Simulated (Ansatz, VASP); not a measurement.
# Sc in VASP and in Ansatz

INCAR

```
SYSTEM = Sc
ALGO = Fast ; EDIFF = 1E-7
ENCUT = 520 ; GGA = CA
ISIF = 2 ; ISMEAR = 0
LASPH = .TRUE. ; LCHARG = .FALSE.
LREAL = .FALSE. ; LWAVE = .FALSE.
NBANDS = 18 ; NELM = 100
PREC = Accurate ; SIGMA = 0.1
```

File KPOINTS:

```
k-points
0
G
  15 15 8
  0 0 0
```

Contents of POSCAR:

```
Sc
1.0
    3.2912249500      0.0000000000      0.0000000000
   -1.6456124800      2.8502844200      0.0000000000
    0.0000000000      0.0000000000      5.3325723900
Sc
2
Direct
    0.3333333300      0.6666666700      0.2500000000
    0.6666666700      0.3333333300      0.7500000000
```

Input for Ansatz:

```yaml
crystal:
  lattice:
    - [3.29122495, 0.0, 0.0]
    - [-1.64561248, 2.85028442, 0.0]
    - [0.0, 0.0, 5.33257239]
  atoms:
    - { symbol: Sc, position: [0.33333333, 0.66666667, 0.25] }
    - { symbol: Sc, position: [0.66666667, 0.33333333, 0.75] }
basis:
  ecutwfc: 420
kpoints:
  mp_grid: { grid: [15, 15, 8] }
hamiltonian:
  xc: lda
  pseudopotentials: { kind: paw, azcp: { folder: soft_1 } }
scf:
  occupations: { method: gaussian, width: 0.1 }
output:
  forces: true
  stress: true
  eigenvalues: true
```

Alike in both runs: task single point; functional LDA; k mesh 15 × 15 × 8; occupations gaussian, width 0.1 eV; no spin polarisation.

|  | VASP | Ansatz |
| --- | --- | --- |
| version | VASP 6.6.1 | Ansatz 0.2.0 |
| potentials or method | VASP PAW LDA potentials, release 64 (Sc_sv), cutoff 520 eV | scalar-relativistic, plane waves, PAW |
| valence electrons in the cell | 22 | 22 |

```csv
,VASP,Ansatz,Ansatz less VASP
gap on the k mesh at the Fermi level (eV),none,none,-
pressure (GPa),-5.3,-5.3,-0.06
"traceless stress, the component that is largest in VASP (GPa)",-1.95,-1.95,+0.002
```

Ansatz warns that its potentials were made for another functional, while VASP's fit it. LDA's correlation is that of Perdew and Zunger in VASP and of Perdew and Wang (1992) in Ansatz. A gap of «none» marks a metal or a gap that the smearing closes.
